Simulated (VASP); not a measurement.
A run of VASP 6.6.1 is set up as follows.

INCAR

```
  PREC = Accurate
  ENCUT = 600
  EDIFF = 1E-6
  ISMEAR = 0
  SIGMA = 0.1
  LREAL = F
  LASPH = T
  NELM = 100
  ALGO = Normal
  ISIF = 3
  LWAVE = F
  LCHARG = F
  GGA = PE
  IBRION = 2
  NSW = 100
  EDIFFG = -0.01
```

File KPOINTS:

```
regular mesh
0
Gamma
  18 18 8
```

Contents of POSCAR:

```
TaHO2
1.0
    2.9404304558      0.0000000000      0.0000000000
   -1.4702152279      2.5464874728      0.0000000000
    0.0000000000      0.0000000000      5.6200090400
Ta H O
1 1 2
Direct
    0.3333333333      0.6666666667      0.0000000000
    0.6666666667      0.3333333333      0.5000000000
    0.0000000000      0.0000000000      0.2195824288
    0.0000000000      0.0000000000      0.7804175712
```

Potentials or basis: VASP PAW PBE potentials, release 64 (Ta_pv, H, O).

Launch:

```bash
$ cat potpaw_PBE.64/Ta_pv/POTCAR potpaw_PBE.64/H/POTCAR potpaw_PBE.64/O/POTCAR > POTCAR
$ mpirun -np 1 vasp_std > vasp.out
```

Q: Estimate the relaxed cell.

A: a = 2.941 Å, b = 2.941 Å, c = 5.542 Å, α = 90.00°, β = 90.00°, γ = 120.00°.

Q: Predict the band gap on the k mesh.

A: Zero (bands 12 and 13 overlap by 0.84 eV).

The path:
```csv
step,energy change (eV),largest force (eV/Å),pressure (GPa),volume (Å³)
1,0.0000,0.0940,0.69,42.08
2,0.0002,0.0692,-1.31,42.36
3,-0.0006,0.0170,-0.25,42.21
4,-0.0009,0.0330,-0.20,42.15
5,-0.0010,0.0438,-0.19,42.12
6,-0.0012,0.0649,-0.17,42.04
7,-0.0010,0.1076,-0.13,41.89
8,-0.0010,0.1070,-0.04,41.87
9,-0.0011,0.1057,-0.05,41.84
10,-0.0012,0.1032,-0.06,41.80
11,-0.0013,0.0975,-0.10,41.70
12,-0.0016,0.0790,-0.13,41.68
13,-0.0024,0.0231,-0.26,41.62
14,-0.0020,0.0870,-0.51,41.51
15,-0.0025,0.0180,-0.31,41.58
16,-0.0026,0.0027,-0.12,41.53
17,-0.0026,0.0023,-0.05,41.52
18,-0.0026,0.0121,0.09,41.49
19,-0.0026,0.0046,0.01,41.51
```

Caveat: spin-orbit coupling is left out, which moves the levels of the heavy elements.
